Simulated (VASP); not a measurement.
Sn: single point with PBE

Sn:

```
Sn
1.0
     0.00000    3.23334    3.23334
     3.23334    0.00000    3.23334
     3.23334    3.23334    0.00000
Sn
2
Direct
  0.75000 0.75000 0.75000
  0.50000 0.50000 0.50000
```

```json
{
  "Program": "VASP 6.6.1",
  "Task": "single point",
  "Functional": "PBE",
  "Potentials or basis": "VASP PAW PBE potentials, release 64 (Sn_d)",
  "Cutoff": "520 eV",
  "k mesh": "7 × 7 × 7",
  "Occupations": "gaussian, width 0.027 eV",
  "Spin": "no spin polarisation"
}
```

| Property | Result |
| --- | --- |
| Pressure | 3.8 GPa |
| Band gap on the k mesh | zero (band 14 reaches 5.84 eV, above the bottom of band 15 at 5.80 eV) |

Levels at points of the mesh, in eV from the Fermi level:
| k point | band 12 | band 13 | band 14 | band 15 | band 16 | band 17 |
| --- | --- | --- | --- | --- | --- | --- |
| (0.00, 0.00, 0.00) | -0.60 | 0.05 | 0.05 | 0.05 | 2.13 | 2.13 |

It took 11 s on 1 thread of Intel(R) Xeon(R) 6975P-C (Granite Rapids), on a shared host, peak memory 0.2 GiB.

Caveat: spin-orbit coupling is left out, which moves the levels of the heavy elements.
